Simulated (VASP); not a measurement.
Write the native input for VASP 6.6.1 that does the following.

| Item | Value |
| --- | --- |
| Task | single point |
| Functional | r2SCAN |
| Potentials or basis | VASP PAW PBE potentials, release 64 (Mn_pv, O) |
| Cutoff | 520 eV |
| k mesh | 13 × 13 × 13 |
| Occupations | fermi-dirac, width 0.1 eV |
| Spin | no spin polarisation |
| Dipole correction | no |
| Further INCAR settings | ALGO = Normal; EDIFF = 1e-06; NBANDS = 20 |

The system is MnO2 (fluorite type).

```
Mn O
1.0
     0.00000    2.34029    2.34029
     2.34029    0.00000    2.34029
     2.34029    2.34029    0.00000
Mn O
1 2
Direct
  0.00000 0.00000 0.00000
  0.25000 0.25000 0.25000
  0.75000 0.75000 0.75000
```

One way to write it, as run:

POSCAR

```
MnO2
1.0
    0.0000000000      2.3402932454      2.3402932454
    2.3402932454      0.0000000000      2.3402932454
    2.3402932454      2.3402932454      0.0000000000
Mn O
1 2
Direct
    0.0000000000      0.0000000000      0.0000000000
    0.2500000000      0.2500000000      0.2500000000
    0.7500000000      0.7500000000      0.7500000000
```

INCAR.step1

```
SYSTEM = MnO2
PREC = Accurate ; ENCUT = 520
ISMEAR = -1 ; SIGMA = 0.1
LREAL = .False. ; LASPH = .True.
NELM = 100 ; NBANDS = 20
GGA = PE ; ALGO = Normal
EDIFF = 1E-4 ; LWAVE = .True.
LCHARG = .False.
```

INCAR.step2

```
SYSTEM = MnO2
PREC = Accurate ; ENCUT = 520
EDIFF = 1E-6 ; ISMEAR = -1
SIGMA = 0.1 ; LREAL = .False.
LASPH = .True. ; NELM = 100
ALGO = Normal ; ISIF = 2
LWAVE = .False. ; LCHARG = .True.
METAGGA = R2SCAN ; LMIXTAU = .True.
LELF = .True. ; LVHAR = .True.
NBANDS = 20 ; ISTART = 1
```

KPOINTS

```
Automatic mesh
0
Gamma
  13 13 13
  0 0 0
```

Potentials or basis: VASP PAW PBE potentials, release 64 (Mn_pv, O).

Command:

```bash
$ cat potpaw_PBE.64/Mn_pv/POTCAR potpaw_PBE.64/O/POTCAR > POTCAR
$ cp INCAR.step1 INCAR
$ mpirun -np 1 vasp_std > vasp.out
$ cp INCAR.step2 INCAR
$ mpirun -np 1 vasp_std > vasp.out
```

It gave:

| Quantity | Value |
| --- | --- |
| Pressure | -16.4 GPa |
| Band gap on the k mesh | zero (an odd number of electrons rules out a gap without spin polarisation) |

Caveat: the cell stands under tension; the PAW data sets were made with another functional, which shifts forces and pressure a little; an odd number of electrons without spin polarisation forces a metal; a magnetic or distorted state may lie lower; the run has no spin polarisation, though such a crystal can be magnetic; semilocal functionals often make such compounds metallic where correlation or magnetic order opens a gap, which also shifts bond lengths.

Wall time 6.4 min on 1 thread of Intel Xeon 8259CL, with other jobs on the host, peak memory 0.19 GiB.
